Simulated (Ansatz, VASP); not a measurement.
# Two plane-wave programs on Ca7NiS8

File INCAR:

```
PREC = Accurate
ENCUT = 520
EDIFF = 1E-6
ISMEAR = 0
SIGMA = 0.01
LREAL = Auto
LASPH = T
NELM = 150
ALGO = Normal
ISIF = 2
LWAVE = F
LCHARG = F
LMAXMIX = 4
LDAU = T
LDAUTYPE = 2
LDAUL = -1 -1 2
LDAUU = 0 0 6.2
LDAUJ = 0 0 0
LDAUPRINT = 1
GGA = PS
NBANDS = 78
```

KPOINTS

```
Automatic mesh
0
Gamma
  2 1 2
```

File POSCAR:

```
Ca7NiS8
1.0
    5.6860000000      0.0000000000      0.0000000000
    0.0000000000     11.3720000000      0.0000000000
    0.0000000000      0.0000000000      5.6860000000
Ca S Ni
7 8 1
Direct
    0.0052967200      0.9987385800      0.0033019300
    0.0019783800      0.5012016400      0.9913296300
    0.9932787300      0.2532701200      0.5009214700
    0.0005232600      0.7502530700      0.4980224500
    0.5054993900      0.0007644300      0.5100528500
    0.5074335100      0.4956409300      0.4990010700
    0.5162658500      0.2510591400      0.9977985600
    0.5012372400      0.0045836500      0.9984467300
    0.4970953500      0.5073970200      0.9932189700
    0.5003499800      0.2506277300      0.5025815700
    0.4894463900      0.7495108000      0.5062025300
    0.9995014800      0.9987073100      0.5054457100
    0.9852604700      0.5026085600      0.5016805400
    0.0131550100      0.2565175500      0.9956207500
    0.9941526800      0.7506626200      0.0069948600
    0.5077602400      0.7452301600      0.0031623300
```

Input for Ansatz:

```yaml
crystal:
  lattice:
    - [5.686, 0.0, 0.0]
    - [0.0, 11.372, 0.0]
    - [0.0, 0.0, 5.686]
  atoms:
    - { symbol: Ca, position: [0.00529672, 0.99873858, 0.00330193] }
    - { symbol: Ca, position: [0.00197838, 0.50120164, 0.99132963] }
    - { symbol: S, position: [0.50123724, 0.00458365, 0.99844673] }
    - { symbol: S, position: [0.49709535, 0.50739702, 0.99321897] }
    - { symbol: Ca, position: [0.99327873, 0.25327012, 0.50092147] }
    - { symbol: Ca, position: [0.00052326, 0.75025307, 0.49802245] }
    - { symbol: S, position: [0.50034998, 0.25062773, 0.50258157] }
    - { symbol: S, position: [0.48944639, 0.7495108, 0.50620253] }
    - { symbol: Ca, position: [0.50549939, 0.00076443, 0.51005285] }
    - { symbol: Ca, position: [0.50743351, 0.49564093, 0.49900107] }
    - { symbol: S, position: [0.99950148, 0.99870731, 0.50544571] }
    - { symbol: S, position: [0.98526047, 0.50260856, 0.50168054] }
    - { symbol: Ca, position: [0.51626585, 0.25105914, 0.99779856] }
    - { symbol: Ni, position: [0.50776024, 0.74523016, 0.00316233] }
    - { symbol: S, position: [0.01315501, 0.25651755, 0.99562075] }
    - { symbol: S, position: [0.99415268, 0.75066262, 0.00699486] }
hamiltonian:
  xc: pbesol
  pseudopotentials: { kind: paw }
  hubbard: { sites: [{ species: Ni, l: d, u_eff: 6.2 }] }
basis:
  ecutwfc: 420
kpoints:
  mp_grid: { grid: [2, 1, 2] }
scf:
  occupations: { method: gaussian, width: 0.01 }
  lower_state_search: "off"
output:
  forces: true
  stress: true
```

Alike in both runs: task single point; functional PBEsol; k mesh 2 × 1 × 2; occupations gaussian, width 0.01 eV; no spin polarisation; Hubbard terms Ni d U = 6.2 eV.

|  | VASP | Ansatz |
| --- | --- | --- |
| version | VASP 6.6.1 | Ansatz 0.2.0 |
| potentials or method | VASP PAW PBE potentials, release 64 (Ca_sv, S, Ni), cutoff 520 eV | PAW, plane waves, scalar-relativistic |
| valence electrons in the cell | 128 | 136 |

Ansatz gave:

| Item | Value |
| --- | --- |
| pressure (GPa) | -3.5 |
| rms of the force components (eV/Å) | 0.265 |

**Question.** What did VASP give for the same quantities?

**Answer.** Pressure (GPa): -3.4; rms of the force components (eV/Å): 0.262.

VASP's potentials were made for PBE, not for PBEsol. The programs project onto different local orbitals, so the same U acts differently, and such runs can settle in different states. VASP's potentials hold 128 valence electrons a cell and Ansatz's 136, so a difference there can come from the potentials and not from the codes. Ansatz's warnings: filled band counts differ across k points.

The k mesh is coarse, so the values compare programs but aren't converged.
